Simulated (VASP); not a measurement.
# B2Pb (P-6m2) in VASP: further runs, part 2 of 2

VASP 6.6.1. The steps go on from the part before.

## (4) Single point, PBE

This run uses another cell than the first one, of 14.99 Å³/atom.

Contents of INCAR:

```
ALGO = Normal
EDIFF = 1E-6
ENCUT = 520
GGA = PE
ISIF = 2
ISMEAR = 0
LASPH = True
LCHARG = True
LELF = True
LREAL = False
LVHAR = True
LWAVE = False
NBANDS = 29
NELM = 100
PREC = Accurate
SIGMA = 0.1
```

Contents of KPOINTS:

```
k-points
0
Gamma
  6 6 2
```

Contents of POSCAR:

```
B2Pb
1.0
    2.9026160700      0.0000000000      0.0000000000
   -1.4513080300      2.5137392500      0.0000000000
    0.0000000000      0.0000000000     12.3241208400
B Pb
4 2
Direct
    0.0000000000      0.0000000000      0.6295377500
    0.0000000000      0.0000000000      0.0000000000
    0.0000000000      0.0000000000      0.3704622500
    0.6666666700      0.3333333300      0.5000000000
    0.3333333300      0.6666666700      0.8147688700
    0.3333333300      0.6666666700      0.1852311300
```

Potentials or basis: VASP PAW PBE potentials, release 64 (B, Pb_d).

Command:

```console
> cat potpaw_PBE.64/B/POTCAR potpaw_PBE.64/Pb_d/POTCAR > POTCAR
> mpirun -np 1 vasp_std > vasp.out
```

OUTCAR:

```text
EDIFF = 1E-6
   ENCUT = 520
   GGA = PE
   ISIF = 2
   ISMEAR = 0
   LASPH = True
   LREAL = False
   NELM = 100
   PREC = Accurate

 ion  position               nearest neighbor table
   1  0.000  0.000  0.630-   5 2.83   5 2.83   5 2.83
   2  0.000  0.000  0.000-   5 2.83   6 2.83   5 2.83   6 2.83   5 2.83   6 2.83
   3  0.000  0.000  0.370-   6 2.83   6 2.83   6 2.83
   4  0.667  0.333  0.500-
   5  0.333  0.667  0.815-   1 2.83   1 2.83   1 2.83   2 2.83   2 2.83   2 2.83
   6  0.333  0.667  0.185-   3 2.83   3 2.83   3 2.83   2 2.83   2 2.83   2 2.83

  LATTYP: Found a hexagonal cell.
 ALAT       =     2.9026160700
 C/A-ratio  =     4.2458666743

  Lattice vectors:

 A1 = (   2.9026160700,   0.0000000000,   0.0000000000)
 A2 = (  -1.4513080300,   2.5137392500,   0.0000000000)
 A3 = (   0.0000000000,   0.0000000000,  12.3241208400)

Analysis of symmetry for initial positions (statically):
=====================================================================
 Subroutine PRICEL returns:
 Original cell was already a primitive cell.

 Routine SETGRP: Setting up the symmetry group for a
 hexagonal supercell.

 Subroutine GETGRP returns: Found 12 space group operations
 (whereof 12 operations were pure point group operations)
 out of a pool of 24 trial point group operations.

The static configuration has the point symmetry D_3h.

Analysis of symmetry for dynamics (positions and initial velocities):
=====================================================================
 Subroutine PRICEL returns:
 Original cell was already a primitive cell.

 Routine SETGRP: Setting up the symmetry group for a
 hexagonal supercell.

 Subroutine GETGRP returns: Found 12 space group operations
 (whereof 12 operations were pure point group operations)
 out of a pool of 24 trial point group operations.
[... 116 lines left out ...]
   IMIX   =      4    mixing-type and parameters
     AMIX     =   0.40;   BMIX     =  1.00
     AMIX_MAG =   1.60;   BMIX_MAG =  1.00
  volume/ion in A,a.u.               =      14.99       101.14
  Fermi-wavevector in a.u.,A,eV,Ry     =   1.249701  2.361593 21.248946  1.561753
  Thomas-Fermi vector in A             =   2.383730
   LORBIT       =      0    0 simple, 1 ext, 2 COOP (PROOUT), +10 PAW based schemes
   GGA     = PE    functional components
   LHFCALC =     F    Hartree Fock is set to
   AEXX    =    0.0000 exact exchange contribution
   IVDW    =     0    specifies the selected vdW correction
   LEPSILON=     F    determine dielectric tensor
   LRPA    =     F    only Hartree local field effects (RPA)
 non-spin polarized calculation
 Gauss-broadening in eV      SIGMA  =   0.10
  energy-cutoff  :      520.00
  volume of cell :       89.92
 maximum number of plane-waves:      2482
 NGX is ok and might be reduce to    24
   NGX = 11   NGY = 11   NGZ = 45

 number of electron      40.0000003 magnetization

 Free energy of the ion-electron system (eV)
  ---------------------------------------------------
  ext. energy  EPLUGINS =         0.00000000
  ---------------------------------------------------
  free energy    TOTEN  =       -20.47354281 eV

  energy without entropy =      -20.45886446  energy(sigma->0) =      -20.46620363

 E-fermi :   7.0515     XC(G=0): -11.0328

 val. band max:        7.0295746707   @ k =   0.3333   0.3333   0.5000
 cond. band min:       7.1340229238   @ k =   0.3333   0.3333   0.5000
 fundamental gap:      0.1044482530
 Fermi energy:         7.0515019634

 k-point     1 :       0.0000    0.0000    0.0000
  band No.  band energies     occupation
      1     -10.9198      2.00000
      2     -10.9154      2.00000
      3     -10.6610      2.00000
      4     -10.6610      2.00000
      5     -10.6606      2.00000
      6     -10.6606      2.00000
[... 437 lines left out ...]
     28      10.2354      0.00000
     29      10.8290      0.00000

------------------------ aborting loop because EDIFF is reached ----------------------------------------

  FORCE on cell =-STRESS in cart. coord.  units (eV):
  Direction    XX          YY          ZZ          XY          YZ          ZX
  --------------------------------------------------------------------------------------
  -------------------------------------------------------------------------------------
  Total        9.6325503      9.6325502     -7.6262479      0.0000000     -0.0000000      0.0000000
  in kB      171.6271919    171.6271914   -135.8800603      0.0000003     -0.0000000      0.0000000
  external PRESSURE =      69.1247743 kB  Pullay stress =       0.0000000 kB

 VOLUME and BASIS-vectors are now :
 -----------------------------------------------------------------------------
  energy-cutoff  :      520.00
  volume of cell :       89.92
      direct lattice vectors                 reciprocal lattice vectors
     2.902616070  0.000000000  0.000000000     0.344516800  0.198906867  0.000000000
    -1.451308030  2.513739250  0.000000000     0.000000000  0.397813735  0.000000000
     0.000000000  0.000000000 12.324120840     0.000000000  0.000000000  0.081141691

 POSITION                                       TOTAL-FORCE (eV/Angst)
 -----------------------------------------------------------------------------------
      0.00000      0.00000      7.75850         0.000000      0.000000     -3.176021
      0.00000      0.00000      0.00000         0.000000      0.000000      0.000000
      0.00000      0.00000      4.56562         0.000000      0.000000      3.176021
      1.45131      0.83791      6.16206         0.000000     -0.000000      0.000000
     -0.00000      1.67583     10.04131        -0.000000      0.000000     -0.065254
     -0.00000      1.67583      2.28281        -0.000000      0.000000      0.065254
 -----------------------------------------------------------------------------------
    total drift:                                0.000016     -0.000009      0.000000

  FREE ENERGIE OF THE ION-ELECTRON SYSTEM (eV)
  ---------------------------------------------------
  free  energy   TOTEN  =       -20.4735428062 eV

  energy  without entropy=      -20.4588644633  energy(sigma->0) =      -20.46620363
```

OSZICAR:

```text
N       E                     dE             d eps       ncg     rms          rms(c)
DAV:   1     0.379085050877E+03    0.37909E+03   -0.19205E+04   812   0.158E+03
DAV:   2     0.124028653776E+02   -0.36668E+03   -0.35518E+03   840   0.403E+02
DAV:   3    -0.195056972169E+02   -0.31909E+02   -0.30907E+02  1051   0.137E+02
DAV:   4    -0.208017787376E+02   -0.12961E+01   -0.12868E+01  1083   0.262E+01
DAV:   5    -0.208417149599E+02   -0.39936E-01   -0.39925E-01  1134   0.495E+00    0.263E+00
DAV:   6    -0.205115719009E+02    0.33014E+00   -0.10735E+00  1227   0.879E+00    0.147E+00
DAV:   7    -0.204905330828E+02    0.21039E-01   -0.29830E-01  1137   0.225E+00    0.874E-01
DAV:   8    -0.204761534086E+02    0.14380E-01   -0.90039E-02  1155   0.132E+00    0.417E-01
DAV:   9    -0.204734532820E+02    0.27001E-02   -0.12368E-02  1065   0.601E-01    0.921E-02
DAV:  10    -0.204735373218E+02   -0.84040E-04   -0.16148E-03  1158   0.281E-01    0.403E-02
DAV:  11    -0.204735425623E+02   -0.52404E-05   -0.81864E-05  1139   0.521E-02    0.171E-02
DAV:  12    -0.204735435412E+02   -0.97896E-06   -0.18239E-05   847   0.283E-02    0.338E-03
DAV:  13    -0.204735428062E+02    0.73502E-06   -0.31017E-06   825   0.129E-02
   1 F= -.20473543E+02 E0= -.20466204E+02  d E =-.146783E-01
```

stdout:

```text
POSCAR found type information on POSCAR B Pb
 POSCAR found :  2 types and       6 ions
 scaLAPACK will be used
 LDA part: xc-table for (Slater+PW92), standard interpolation
 POSCAR, INCAR and KPOINTS ok, starting setup
 FFT: planning ... GRIDC
 FFT: planning ... GRID_SOFT
 FFT: planning ... GRID
 WAVECAR not read
 entering main loop
```

Run time: 25 s. Hardware: 1 thread of AMD EPYC 9R45 (Zen 5), shared host; peak memory 0.2 GiB.

Results:

```yaml
Free_energy: -20.4735 eV
Pressure: 6.9 GPa
Largest_force: 3.176 eV/Å
Band_gap_on_the_k_mesh: zero (bands 20 and 21 overlap by 6.00 eV)
```

Forces in eV/Å, atoms in the order of the input:
```
B    0.000  0.000 -3.176
B    0.000  0.000  0.000
B    0.000  0.000  3.176
B    0.000  0.000  0.000
Pb   0.000  0.000 -0.065
Pb   0.000  0.000  0.065
```

Caveat: the k points lie up to 0.42 Å⁻¹ apart, too coarse for converged energies and pressures of a metal; spin-orbit coupling is left out, which moves the levels of the heavy elements; forces of over 1 eV/Å act on the atoms, so gaps and moduli don't describe the material at rest.

## (5) Summary

| task | cell | k mesh | cutoff (eV) | gap on the mesh (eV) | pressure (GPa) | largest force (eV/Å) |
| --- | --- | --- | --- | --- | --- | --- |
| single point | a = 3.240, b = 3.240, c = 9.557 Å, angles 90.0, 90.0, 120.0°, 6 atoms, atomic positions A | 15 × 15 × 4 | 520 | none | 0.0 | 0.02 |
| relaxation of cell and atoms | relaxed from a = 3.229, b = 3.229, c = 9.675 Å, angles 90.0, 90.0, 120.0°, 6 atoms, atomic positions B | 15 × 15 × 4 | 600 | none | 0.0 | 0.01 |
| single point | a = 2.903, b = 2.903, c = 12.324 Å, angles 90.0, 90.0, 120.0°, 6 atoms, atomic positions C | 6 × 6 × 2 | 520 | none | 6.9 | 3.18 |

Alike in all rows: level PBE; potentials or basis VASP PAW PBE potentials, release 64 (B, Pb_d); no spin polarisation; smearing gaussian 0.1 eV.

Caveats: some runs use coarse meshes; spin-orbit coupling is left out, which moves the levels of the heavy elements; forces of over 1 eV/Å act on the atoms, so gaps and moduli don't describe the material at rest (at least some runs).

Absolute energies hang on the potentials; compare differences alone.

The gap in the log of VASP goes by the Fermi energy; the results here count the filled bands.